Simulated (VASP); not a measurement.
Write the native input for VASP 6.6.1 that does the following.

| Item | Value |
| --- | --- |
| Task | relaxation of the atoms |
| Functional | PBE |
| Potentials or basis | VASP PAW PBE potentials, release 64 (Si, Ti_sv) |
| Cutoff | 520 eV |
| k mesh | 2 × 2 × 2 |
| Occupations | gaussian, width 0.05 eV |
| Spin | no spin polarisation |
| Dipole correction | no |
| Further INCAR settings | LREAL = Auto; ALGO = Normal; EDIFF = 1e-06; IBRION = 2; EDIFFG = -0.03; NSW = 80 |

The structure of TiSi16 (a cell with a defect) lies in POSCAR:

```
TiSi16
1.0
    0.0000000000      5.4300000000      5.4300000000
    5.4300000000      0.0000000000      5.4300000000
    5.4300000000      5.4300000000      0.0000000000
Si Ti
16 1
Direct
    0.0000000000      0.0000000000      0.0000000000
    0.1250000000      0.1250000000      0.1250000000
    0.0000000000      0.0000000000      0.5000000000
    0.1250000000      0.1250000000      0.6250000000
    0.0000000000      0.5000000000      0.0000000000
    0.1250000000      0.6250000000      0.1250000000
    0.0000000000      0.5000000000      0.5000000000
    0.1250000000      0.6250000000      0.6250000000
    0.5000000000      0.0000000000      0.0000000000
    0.6250000000      0.1250000000      0.1250000000
    0.5000000000      0.0000000000      0.5000000000
    0.6250000000      0.1250000000      0.6250000000
    0.5000000000      0.5000000000      0.0000000000
    0.6250000000      0.6250000000      0.1250000000
    0.5000000000      0.5000000000      0.5000000000
    0.6250000000      0.6250000000      0.6250000000
    0.7483961000      0.2560225000      0.2477819000
```

The input as run:

INCAR

```
SYSTEM = TiSi16
PREC = Accurate ; ENCUT = 520
EDIFF = 1E-6 ; ISMEAR = 0
SIGMA = 0.05 ; LREAL = Auto
LASPH = .TRUE. ; NELM = 60
ALGO = Normal ; ISIF = 2
LWAVE = .FALSE. ; LCHARG = .FALSE.
GGA = PE ; IBRION = 2
NSW = 80 ; EDIFFG = -0.03
```

KPOINTS

```
regular mesh
0
G
  2 2 2
  0 0 0
```

Potentials or basis: VASP PAW PBE potentials, release 64 (Si, Ti_sv).

The run is started by

```sh
$ cat potpaw_PBE.64/Si/POTCAR potpaw_PBE.64/Ti_sv/POTCAR > POTCAR
$ mpirun -np 1 vasp_std > vasp.out
```

Results of the run:

- Energy gained by relaxing: 22.6 meV/atom
- Ionic steps: 6
- Pressure after relaxing: 4.0 GPa
- Largest force after relaxing: 0.022 eV/Å
- Band gap on the k mesh: zero (bands 38 and 39 overlap by 0.43 eV)

Caveat: the k points lie up to 0.50 Å⁻¹ apart.

Wall time 20 min on 1 thread of Oxide Virtual Turin-like Processor (shared host), peak memory 0.53 GiB.
